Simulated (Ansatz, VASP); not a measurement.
## YTe: VASP beside Ansatz

```
Y Te
1.0
    -0.06095    3.01702    3.01702
     3.01702   -0.06095    3.01702
     3.01702    3.01702   -0.06095
Y Te
1 1
Direct
  0.00000 0.00000 0.00000
  0.50000 0.50000 0.50000
```

Change from the starting cell: equal xy, yz and zx shear strains of -2 %.

Alike in both runs: task single point; functional PBEsol; k mesh 12 × 12 × 12; occupations fermi-dirac, width 0.05 eV; no spin polarisation.

|  | VASP | Ansatz |
| --- | --- | --- |
| version | VASP 6.6.1 | Ansatz 0.2.0 |
| potentials or method | VASP PAW PBE potentials, release 64 (Y_sv, Te), cutoff 520 eV | all-electron LAPW, scalar-relativistic |

VASP gave:

- pressure (GPa): -0.4
- traceless stress, the component that is largest in VASP (GPa): 0.21

Estimate Ansatz's values.

pressure (GPa): -0.5; traceless stress, the component that is largest in VASP (GPa): 0.21.

VASP's potentials were made for PBE, not for PBEsol. Ansatz ran all-electron here, and VASP with PAW potentials.

Neither program's run includes spin-orbit coupling.
